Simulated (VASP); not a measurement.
Runs of VASP 6.6.1 on Rh. The structure is that of space group P6_3/mmc (No. 194), or close to it. The cells are those of the table. This isn't the form of Rh at room conditions, which is fcc.

| cell | gap on the mesh (eV) | pressure (GPa) |
| --- | --- | --- |
| a = 2.704, b = 2.704, c = 4.523 Å, angles 90.0, 90.0, 120.0°, 2 atoms | none | (b) |
| a = 2.487, b = 2.487, c = 4.697 Å, angles 90.0, 90.0, 120.0°, 2 atoms | none | 43.4 |
| a = 2.595, b = 2.595, c = 4.175 Å, angles 90.0, 90.0, 120.0°, 2 atoms | none | (a) |
| a = 2.595, b = 2.595, c = 4.001 Å, angles 90.0, 90.0, 120.0°, 2 atoms | none | 74.4 |
| a = 2.487, b = 2.487, c = 4.523 Å, angles 90.0, 90.0, 120.0°, 2 atoms | none | 57.6 |
| a = 2.812, b = 2.812, c = 4.175 Å, angles 90.0, 90.0, 120.0°, 2 atoms | none | -6.2 |

Alike in all rows: task single point; level r2SCAN; potentials or basis VASP PAW PBE potentials, release 64 (Rh_pv); no spin polarisation; k mesh 24 × 24 × 14; cutoff (eV) 520; smearing gaussian 0.15 eV.

Q: Estimate the missing entries.

A: (a) 49.1; (b) -8.6.

Caveats: the PAW data sets were made with another functional, which shifts forces and pressure a little; the stress differs along the axes, from -14 to -6 GPa (at least some runs); the stress differs along the axes, from -3 to 67 GPa (at least some runs); the cell stands under pressure (at least some runs); the stress differs along the axes, from 66 to 91 GPa (at least some runs); the stress differs along the axes, from 18 to 77 GPa (at least some runs); the stress differs along the axes, from -12 to 5 GPa (at least some runs).

A k mesh can miss the band edges, and the runs leave out spin-orbit coupling on Rh.

A gap of «none» marks levels without a gap at the run's occupations.
